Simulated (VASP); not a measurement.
Input of a VASP 6.6.1 run:

File INCAR:

```
  ALGO = Normal
  EDIFF = 1E-7
  ENCUT = 520
  GGA = PE
  ISIF = 2
  ISMEAR = 0
  IVDW = 12
  LASPH = True
  LCHARG = False
  LREAL = False
  LWAVE = False
  NBANDS = 32
  NELM = 100
  PREC = Accurate
  SIGMA = 0.01
```

The input KPOINTS:

```
k-points
0
Gamma
  5 5 5
```

Contents of POSCAR:

```
Bi2Se3
1.0
    2.1383682592      1.2345874873      9.8534577920
   -2.1383682592      1.2345874873      9.8534577920
    0.0000000000     -2.4691749850      9.8534577920
Bi Se
2 3
Direct
    0.4008000000      0.4008000000      0.4008000000
    0.5992000000      0.5992000000      0.5992000000
    0.0000000000      0.0000000000      0.0000000000
    0.2117000000      0.2117000000      0.2117000000
    0.7883000000      0.7883000000      0.7883000000
```

Potentials or basis: VASP PAW PBE potentials, release 64 (Bi_d, Se).

The run is started by

```bash
$ cat potpaw_PBE.64/Bi_d/POTCAR potpaw_PBE.64/Se/POTCAR > POTCAR
$ mpirun -np 1 vasp_std > vasp.out
```

Task: What does it give for the band gap on the k mesh?

Result: 0.29 eV.

Task: What does it give for the pressure?

Result: -4.7 GPa.

Task: Estimate the largest force.

Result: 0.465 eV/Å.

Task: What does it give for the dispersion energy per atom?

Result: -0.362 eV.

Stress tensor (GPa, compression positive):
```
-4.76  0.00  0.00
 0.00 -4.76  0.00
 0.00  0.00 -4.67
```

Caveat: the cell stands under tension; spin-orbit coupling is left out, which moves the levels of the heavy elements. A k mesh can miss the band edges.
